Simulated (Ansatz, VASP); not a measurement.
## TiC in VASP and in Ansatz

The input INCAR:

```
ALGO     = Normal         # electronic algorithm
EDIFF    = 1E-7           # SCF threshold, eV
ENCUT    = 520            # plane-wave cutoff, eV
GGA      = PE             # functional
ISIF     = 2              # what is computed and relaxed
ISMEAR   = -1             # smearing method
LASPH    = True           # aspherical terms in the spheres
LCHARG   = False          # write CHGCAR
LREAL    = False          # projectors in reciprocal space
LWAVE    = False          # write WAVECAR
NBANDS   = 15             # bands
NELM     = 80             # most SCF steps
PREC     = Accurate       # precision mode
SIGMA    = 0.03           # smearing width, eV
```

KPOINTS

```
k-points
0
Gamma
  7 7 7
```

Contents of POSCAR:

```
TiC
1.0
    0.0000000000      2.1657188437      2.1657188437
    2.1657188437      0.0000000000      2.1657188437
    2.1657188437      2.1657188437      0.0000000000
Ti C
1 1
Direct
    0.0000000000      0.0000000000      0.0000000000
    0.5000000000      0.5000000000      0.5000000000
```

File input.yaml:

```yaml
crystal:
  lattice:
    - [0.0, 2.1657188437, 2.1657188437]
    - [2.1657188437, 0.0, 2.1657188437]
    - [2.1657188437, 2.1657188437, 0.0]
  atoms:
    - { symbol: Ti, position: [0.0, 0.0, 0.0] }
    - { symbol: C, position: [0.5, 0.5, 0.5] }
kpoints:
  mp_grid: { grid: [7, 7, 7] }
scf:
  occupations: { method: fermi_dirac, width: 0.03 }
hamiltonian:
  xc: pbe
  pseudopotentials: { kind: all_electron, lapw: { basis_error: 0.003 } }
output:
  forces: true
  stress: true
  eigenvalues: true
```

Alike in both runs: task single point; functional PBE; k mesh 7 × 7 × 7; occupations fermi-dirac, width 0.03 eV; no spin polarisation.

|  | VASP | Ansatz |
| --- | --- | --- |
| version | VASP 6.6.1 | Ansatz 0.2.0 |
| potentials or method | VASP PAW PBE potentials, release 64 (Ti_sv, C), cutoff 520 eV | all-electron LAPW, scalar-relativistic |

```tsv
	VASP	Ansatz	Ansatz less VASP
gap on the k mesh at the Fermi level (eV)	none	none	-
pressure (GPa)	0.6	0.3	-0.25
```

A gap of «none» marks a metal or a gap that the smearing closes. Ansatz ran all-electron here, and VASP with PAW potentials.

Noted on Ansatz's run: the k mesh is thin for a metal, which can move the energy by tens of meV per atom.
